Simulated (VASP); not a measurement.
Set up this calculation in VASP 6.6.1, as the native input.

| Item | Value |
| --- | --- |
| Task | single point |
| Functional | PBE |
| Potentials or basis | VASP PAW PBE potentials, release 64 (P) |
| Cutoff | 520 eV |
| k mesh | 4 × 4 × 4 |
| Occupations | gaussian, width 0.1 eV |
| Spin | no spin polarisation |
| Dipole correction | no |
| Further INCAR settings | ALGO = Normal; EDIFF = 1e-06; NBANDS = 18 |

The structure of P lies in POSCAR:

```
P
1.0
    4.2753319300      0.0000000000      0.0000000000
    0.0000000000      4.2753319300      0.0000000000
    0.0000000000      0.0000000000      4.2753319300
P
4
Direct
    0.2466464400      0.2466464400      0.2466464400
    0.2533535600      0.7533535600      0.7466464400
    0.7533535600      0.7466464400      0.2533535600
    0.7466464400      0.2533535600      0.7533535600
```

The input as run:

INCAR

```
SYSTEM = P
PREC = Accurate
ENCUT = 520
EDIFF = 1E-6
ISMEAR = 0
SIGMA = 0.1
LREAL = .False.
LASPH = .True.
NELM = 100
ALGO = Normal
ISIF = 2
LWAVE = .False.
LCHARG = .False.
GGA = PE
NBANDS = 18
```

KPOINTS

```
regular mesh
0
Gamma
  4 4 4
  0 0 0
```

Potentials or basis: VASP PAW PBE potentials, release 64 (P).

Command:

```console
$ cat potpaw_PBE.64/P/POTCAR > POTCAR
$ mpirun -np 1 vasp_std > vasp.out
```

Results of the run:

```
Pressure               : -14.7 GPa
Largest force          : 0.075 eV/Å
Band gap on the k mesh : zero (band 10 reaches 9.20 eV, above the bottom of band 11 at 4.66 eV)
```

Caveat: the k points lie up to 0.37 Å⁻¹ apart.

Run time: 6.2 s on 1 thread of Intel(R) Xeon(R) 6975P-C (Granite Rapids), with other jobs on the host, peak memory 0.16 GiB.
